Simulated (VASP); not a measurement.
**SnSe: vibrations by perturbation theory with LDA**

The system is SnSe.

```
Sn Se
1.0
     0.00000    2.83493    2.83493
     2.83493    0.00000    2.83493
     2.83493    2.83493    0.00000
Sn Se
1 1
Direct
  0.00000 0.00000 0.00000
  0.50000 0.50000 0.50000
```

```
Program                : VASP 6.6.1
Task                   : vibrations by perturbation theory
Functional             : LDA
Potentials or basis    : VASP PAW LDA potentials, release 64 (Sn_d, Se)
Cutoff                 : 520 eV
k mesh                 : 12 × 12 × 12
Occupations            : gaussian, width 0.01 eV
Spin                   : no spin polarisation
Dipole correction      : no
Further INCAR settings : ALGO = Normal; EDIFF = 1e-08; NBANDS = 17; IBRION = 8; NSW = 1
```

```json
{"Highest phonon frequency at Γ, LO-TO splitting left out": "105 cm⁻¹"}
```

Phonon frequencies in cm⁻¹ (negative: imaginary):
| q point | frequencies |
| --- | --- |
| (0.000, 0.000, 0.000) | 0 0 0 105 105 105 |

It took 3.1 min on 1 thread of Intel(R) Xeon(R) 6975P-C (Granite Rapids), with other jobs on the host, peak memory 0.42 GiB.

Caveat: the cell stands under pressure or tension, which shifts response properties.
